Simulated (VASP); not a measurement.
# NbP: single point with PBEsol

The system is NbP.

```
Nb P
1.0
    -1.67492    1.67492    5.68271
     1.67492   -1.67492    5.68271
     1.67492    1.67492   -5.68271
Nb P
2 2
Direct
  0.24988 0.74988 0.50000
  0.49988 0.49988 0.00000
  0.83275 0.33275 0.50000
  0.08275 0.08275 0.00000
```

```
Program             : VASP 6.6.1
Task                : single point
Functional          : PBEsol
Potentials or basis : VASP PAW PBE potentials, release 64 (Nb_sv, P)
Cutoff              : 520 eV
k mesh              : 9 × 9 × 9
Occupations         : fermi-dirac, width 0.05 eV
Spin                : no spin polarisation
```

```
Pressure      : -4.9 GPa
Largest force : 0.076 eV/Å
```

Forces in eV/Å, atoms in the order of the input:
```
Nb   0.000  0.000  0.076
Nb   0.000  0.000  0.076
P    0.000  0.000 -0.076
P    0.000  0.000 -0.076
```

Stress tensor (GPa, compression positive):
```
-5.49  0.00  0.00
 0.00 -5.49  0.00
 0.00  0.00 -3.86
```

Levels at points of the mesh, in eV from the Fermi level:
```csv
k point,band 15,band 16,band 17,band 18,band 19,band 20,band 21,band 22
"(0.00, 0.00, 0.00)",-2.16,-1.70,-1.38,-1.38,0.78,1.60,2.69,3.14
```

Wall time 3.7 min on 1 thread of AMD EPYC 9R45 96-Core Processor (Zen 5), with other jobs on the host, peak memory 0.34 GiB.

Caveat: the PAW data sets were made with another functional, which shifts forces and pressure a little.
